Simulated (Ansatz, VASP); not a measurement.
# HfZr2S6: VASP beside Ansatz

INCAR

```
PREC = Accurate
ENCUT = 520
EDIFF = 1E-6
ISMEAR = 0
SIGMA = 0.02
LREAL = False
LASPH = True
NELM = 60
ALGO = Normal
ISIF = 2
LWAVE = False
LCHARG = False
GGA = PS
NBANDS = 45
```

File KPOINTS:

```
Automatic mesh
0
Gamma
  6 6 6
```

The input POSCAR:

```
HfZr2S6
1.0
    3.1818813539      1.8370600562      6.7758399381
   -3.1818813539      1.8370600562      6.7758399381
    0.0000000000     -3.6741201125      6.7758399381
Zr Hf S
2 1 6
Direct
    0.1666617970      0.1666617970      0.1666617970
    0.8333382030      0.8333382030      0.8333382030
    0.5000000000      0.5000000000      0.5000000000
    0.0977510232      0.4287870506      0.7598043137
    0.4287870506      0.7598043137      0.0977510232
    0.7598043137      0.0977510232      0.4287870506
    0.2401956863      0.9022489768      0.5712129494
    0.5712129494      0.2401956863      0.9022489768
    0.9022489768      0.5712129494      0.2401956863
```

Input for Ansatz:

```yaml
crystal:
  lattice:
    - [3.1818813539, 1.8370600562, 6.7758399381]
    - [-3.1818813539, 1.8370600562, 6.7758399381]
    - [0.0, -3.6741201125, 6.7758399381]
  atoms:
    - { symbol: Zr, position: [0.166661797, 0.166661797, 0.166661797] }
    - { symbol: Zr, position: [0.833338203, 0.833338203, 0.833338203] }
    - { symbol: Hf, position: [0.5, 0.5, 0.5] }
    - { symbol: S, position: [0.0977510232, 0.4287870506, 0.7598043137] }
    - { symbol: S, position: [0.4287870506, 0.7598043137, 0.0977510232] }
    - { symbol: S, position: [0.7598043137, 0.0977510232, 0.4287870506] }
    - { symbol: S, position: [0.2401956863, 0.9022489768, 0.5712129494] }
    - { symbol: S, position: [0.5712129494, 0.2401956863, 0.9022489768] }
    - { symbol: S, position: [0.9022489768, 0.5712129494, 0.2401956863] }
basis:
  ecutwfc: 420
kpoints:
  mp_grid: { grid: [6, 6, 6] }
  band_path:
    path:
      - [[0.0, 0.0, 0.0], [-0.5, -0.5, -0.5], [-0.5, -0.2156704, -0.7843296]]
      - [[-0.2156704, 0.2156704, -0.5], [0.0, 0.0, -0.5], [0.0, 0.0, 0.0], [0.0, 0.3578352, -0.3578352]]
      - [[-0.3578352, 0.0, -0.6421648], [-0.5, 0.0, -0.5], [0.0, 0.0, 0.0]]
    npoints: 14
hamiltonian:
  xc: pbesol
scf:
  occupations: { method: gaussian, width: 0.02 }
  n_extra_bands: 22
output:
  forces: true
  stress: true
  eigenvalues: true
  populations: true
  dos: { projected: true, de: 0.02, nscf_kmesh: { grid: [9, 9, 9] } }
  bader: true
  write_density: true
  write_potential: true
  elf: true
  volumetric_format: npy
```

Alike in both runs: task single point; functional PBEsol; k mesh 6 × 6 × 6; occupations gaussian, width 0.02 eV; no spin polarisation.

```csv
,VASP,Ansatz
version,VASP 6.6.1,Ansatz 0.2.0
potentials or method,"VASP PAW PBE potentials, release 64 (Zr_sv, Hf_pv, S), cutoff 520 eV","scalar-relativistic, plane waves, PAW"
valence electrons in the cell,70,86
```

```csv
,VASP,Ansatz,Ansatz less VASP
gap on the k mesh at the Fermi level (eV),1.09,1.08,-0.004
least direct gap on the mesh (eV),1.54,1.53,-0.002
pressure (GPa),-2.7,-2.6,+0.11
"traceless stress, the component that is largest in VASP (GPa)",0.75,0.72,-0.030
rms of the force components (eV/Å),0.129,0.124,-0.0050
```

VASP's potentials were made for PBE, not for PBEsol. Atom by atom the forces differ by 0.017 eV/Å (rms over components). With one functional, cell and mesh, what is left measures potentials, basis and numerics. VASP's potentials hold 70 valence electrons a cell and Ansatz's 86, so a difference there can come from the potentials and not from the codes.

Neither program's run includes spin-orbit coupling.
